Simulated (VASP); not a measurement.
Runs of VASP 6.6.1 on HfN. The structure is that of space group Pm-3m (No. 221), or close to it. The cells are those of the table. 

```tsv
task	cell	cutoff (eV)	gap on the mesh (eV)	pressure (GPa)
relaxation of cell and atoms	relaxed from a = 2.770 Å, 2 atoms	600	none	0.0
single point	a = 2.758 Å, 2 atoms	520	none	(a)
single point	a = 2.767 Å, 2 atoms	520	none	-2.0
single point	a = 2.776 Å, 2 atoms	520	none	-4.6
```

Alike in all rows: level LDA; potentials or basis VASP PAW LDA potentials, release 64 (Hf_pv, N); no spin polarisation; k mesh 15 × 15 × 15; smearing fermi-dirac 0.1 eV.

Q: Estimate the missing entries.

A: (a) 0.8.

Caveats: spin-orbit coupling is left out, which moves the levels of the heavy elements.

A k mesh can miss the band edges, and the runs leave out spin-orbit coupling on Hf.

A gap of «none» marks levels without a gap at the run's occupations.
